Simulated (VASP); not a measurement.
**SnGe3Te4: single point with PBE**

SnGe3Te4:

```
Sn Ge Te
1.0
     4.30658    2.48641    3.72678
    -4.30658    2.48641    3.72678
     0.00000   -4.97281    3.72678
Sn Ge Te
1 3 4
Direct
  0.00152 0.00152 0.00152
  0.02025 0.52035 0.52035
  0.52035 0.52035 0.02025
  0.52035 0.02025 0.52035
  0.48966 0.98093 0.98093
  0.48318 0.48318 0.48318
  0.98093 0.98093 0.48966
  0.98093 0.48966 0.98093
```

```json
{
 "Program": "VASP 6.6.1",
 "Task": "single point",
 "Functional": "PBE",
 "Potentials or basis": "VASP PAW PBE potentials, release 64 (Sn_d, Ge_d, Te)",
 "Cutoff": "520 eV",
 "k mesh": "6 × 6 × 6",
 "Occupations": "gaussian, width 0.01 eV",
 "Spin": "no spin polarisation"
}
```

The pressure is 0.0 GPa and the largest force is 0.008 eV/Å. The band gap on the k mesh is 0.13 eV.

Forces in eV/Å, atoms in the order of the input:
```
Sn   0.000  0.000  0.001
Ge  -0.005 -0.003 -0.005
Ge   0.000  0.006 -0.005
Ge   0.005 -0.003 -0.005
Te  -0.003 -0.002  0.003
Te   0.000  0.000  0.005
Te   0.000  0.004  0.003
Te   0.003 -0.002  0.003
```

Levels at points of the mesh, in eV from the valence-band top:
```tsv
k point	band 38	band 39	band 40	band 41	band 42	band 43
(0.00, 0.00, 0.00)	-2.00	-1.91	-1.91	1.88	1.92	1.92
(0.50, 0.00, 0.00)	-1.76	-1.08	-0.77	0.97	1.02	1.90
(0.50, 0.50, 0.00)	-1.26	-0.98	-0.75	0.88	1.01	1.08
(0.50, 0.50, 0.50)	-0.70	-0.70	0.00	0.13	0.13	0.44
```

Wall time 3 min on 1 thread of Intel(R) Xeon(R) 6975P-C (Granite Rapids), with other jobs on the host, peak memory 0.53 GiB.

Caveat: semilocal functionals underestimate gaps, and a narrow one can read as zero; spin-orbit coupling is left out, which moves the levels of the heavy elements. A k mesh can miss the band edges.
